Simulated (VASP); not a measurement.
Here is a VASP 6.6.1 calculation.

The input INCAR:

```
  PREC = Accurate
  ENCUT = 520
  EDIFF = 1E-7
  ISMEAR = -1
  SIGMA = 0.01
  LREAL = Auto
  LASPH = T
  NELM = 150
  ALGO = Normal
  ISIF = 2
  LWAVE = F
  LCHARG = F
  ISPIN = 2
  MAGMOM = 1 0 0 0 0 0 0 0 0 0 0 0 0 0 0 0 0 0 0 0 0 0 0 0 0 0 0 0 0 0 0 0 0 0 0 0 0 0 0 0 0 0 0 0 0 0 0 0 0 0 0 0 0 0
  LORBIT = 11
  GGA = PE
  NBANDS = 146
  LUSENCCL = F
```

The input KPOINTS:

```
Automatic mesh
0
Gamma
  3 3 3
```

Contents of POSCAR:

```
Si26C27N
1.0
    0.0000000000      6.5370000000      6.5370000000
    6.5370000000      0.0000000000      6.5370000000
    6.5370000000      6.5370000000      0.0000000000
N Si C
1 26 27
Direct
    0.0001066348      0.0001066348     -0.0001066348
   -0.0014093226     -0.0014093226      0.3320004103
   -0.0014093226     -0.0014093226      0.6708182349
   -0.0014234057      0.3323450192     -0.0017489575
   -0.0000637759      0.3335912320      0.3332362719
   -0.0014234057      0.3323450192      0.6708273440
   -0.0014315380      0.6712031659     -0.0017581389
   -0.0014315380      0.6712031659      0.3319865110
   -0.0000756230      0.6669190791      0.6665782719
    0.3323450192     -0.0014234057     -0.0017489575
    0.3335912320     -0.0000637759      0.3332362719
    0.3323450192     -0.0014234057      0.6708273440
    0.3335908622      0.3335908622     -0.0004222104
    0.3335908622      0.3335908622      0.3332404859
    0.3336537974      0.3336537974      0.6663462026
    0.3323361171      0.6712052677     -0.0017706924
    0.3336569707      0.6666686545      0.3333373275
    0.3336569707      0.6666686545      0.6663370474
    0.6712031659     -0.0014315380     -0.0017581389
    0.6712031659     -0.0014315380      0.3319865110
    0.6669190791     -0.0000756230      0.6665782719
    0.6712052677      0.3323361171     -0.0017706924
    0.6666686545      0.3336569707      0.3333373275
    0.6666686545      0.3336569707      0.6663370474
    0.6669135468      0.6669135468     -0.0003951657
    0.6666588934      0.6666588934      0.3333411066
    0.6669135468      0.6669135468      0.6665680721
    0.0771412644      0.0771412644      0.0768134051
    0.0835223364      0.0835223364      0.4164776636
    0.0771412644      0.0771412644      0.7689040662
    0.0834954810      0.4168474868      0.0831765026
    0.0834954810      0.4168474868      0.4164805296
    0.0836197060      0.4173355702      0.7495223619
    0.0771018937      0.7693683239      0.0767648912
    0.0836238440      0.7498531608      0.4169967472
    0.0836238440      0.7498531608      0.7495262480
    0.4168474868      0.0834954810      0.0831765026
    0.4168474868      0.0834954810      0.4164805296
    0.4173355702      0.0836197060      0.7495223619
    0.4168482383      0.4168482383      0.0831517617
    0.4168432530      0.4168432530      0.4165238197
    0.4168432530      0.4168432530      0.7497896743
    0.4173273224      0.7498484310      0.0832987988
    0.4168212082      0.7501690977      0.4165048471
    0.4173273224      0.7498484310      0.7495254478
    0.7693683239      0.0771018937      0.0767648912
    0.7498531608      0.0836238440      0.4169967472
    0.7498531608      0.0836238440      0.7495262480
    0.7498484310      0.4173273224      0.0832987988
    0.7501690977      0.4168212082      0.4165048471
    0.7498484310      0.4173273224      0.7495254478
    0.7498546909      0.7498546909      0.0833030372
    0.7498546909      0.7498546909      0.4169875809
    0.7501627509      0.7501627509      0.7498372491
```

Potentials or basis: VASP PAW PBE potentials, release 64 (N, Si, C).

Command:

```console
$ cat potpaw_PBE.64/N/POTCAR potpaw_PBE.64/Si/POTCAR potpaw_PBE.64/C/POTCAR > POTCAR
$ mpirun -np 1 vasp_std > vasp.out
```

Estimate the pressure.

0.1 GPa.

What does it give for the net moment?

0.00 μB per cell.

What does it give for the largest force?

0.016 eV/Å.

Forces in eV/Å, atoms in the order of the input:
```
N    0.000  0.000  0.007
Si  -0.001 -0.001 -0.003
Si   0.001  0.001 -0.003
Si  -0.001 -0.002 -0.001
Si   0.000  0.000  0.000
Si   0.002  0.001 -0.001
Si   0.000 -0.001  0.001
Si   0.001  0.000  0.001
Si  -0.005  0.005  0.005
Si  -0.002 -0.001 -0.001
Si   0.000  0.000  0.000
Si   0.001  0.002 -0.001
Si   0.001  0.001  0.000
Si  -0.001 -0.001  0.000
Si   0.000  0.000  0.002
Si   0.001 -0.001  0.001
Si   0.001  0.001  0.001
Si  -0.001 -0.001  0.001
Si  -0.001  0.000  0.001
Si   0.000  0.001  0.001
Si   0.005 -0.005  0.005
Si  -0.001  0.001  0.001
Si   0.001  0.001  0.001
Si  -0.001 -0.001  0.001
Si   0.004  0.004 -0.004
Si   0.000  0.000  0.001
Si  -0.004 -0.004 -0.004
C    0.008  0.008  0.007
C    0.000  0.000  0.004
C   -0.008 -0.008  0.007
C   -0.002  0.005  0.003
C   -0.005  0.002  0.003
C    0.002 -0.002  0.002
C   -0.009  0.009 -0.009
C    0.004  0.005 -0.002
C   -0.005 -0.004 -0.002
C    0.005 -0.002  0.003
C    0.002 -0.005  0.003
C   -0.002  0.002  0.002
C    0.000  0.000 -0.009
C   -0.009 -0.009 -0.007
C    0.009  0.009 -0.007
C   -0.002  0.004  0.004
C    0.003 -0.003  0.001
C   -0.004  0.002  0.004
C    0.009 -0.009 -0.009
C    0.005  0.004 -0.002
C   -0.004 -0.005 -0.002
C    0.004 -0.002  0.004
C   -0.003  0.003  0.001
C    0.002 -0.004  0.004
C   -0.007 -0.007 -0.009
C    0.007  0.007 -0.009
C    0.000  0.000  0.003
```
